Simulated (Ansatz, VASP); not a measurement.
## MgB2: VASP beside Ansatz

```
Mg B
1.0
    -0.05168    3.02008    0.59161
    -0.63291   -0.67583    3.39204
     5.24593   -0.09895    0.95919
Mg B
2 4
Direct
  0.58331 0.99996 0.49999
  0.08335 0.00004 0.00000
  0.58330 0.50001 0.16849
  0.08325 0.50001 0.66849
  0.08337 0.49999 0.33151
  0.58342 0.49999 0.83152
```

Change from the starting cell: tetragonal zirconia type (P4_2/nmc, No. 137); cell x2, atoms moved at random (sigma 0.1 Å) and cell strained at random (1.5 %), then relaxed without symmetry.

Alike in both runs: functional PBE; k mesh 8 × 8 × 4; occupations gaussian, width 0.1 eV; no spin polarisation.

Ansatz relaxed the structure, and its values are those at the end. VASP's run is a single point on that final structure, the one shown.

```csv
,VASP,Ansatz
version,VASP 6.6.1,Ansatz 0.2.0
potentials or method,"VASP PAW PBE potentials, release 64 (Mg, B), cutoff 520 eV","scalar-relativistic, plane waves, PAW"
valence electrons in the cell,16,32
```

```tsv
	VASP	Ansatz	Ansatz less VASP
gap on the k mesh at the Fermi level (eV)	none	none	-
pressure (GPa)	-0.3	0.0	+0.28
```

A gap of «none» marks a metal or a gap that the smearing closes. With one functional, cell and mesh, what is left measures potentials, basis and numerics. VASP's potentials hold 16 valence electrons a cell and Ansatz's 32, so a difference there can come from the potentials and not from the codes.
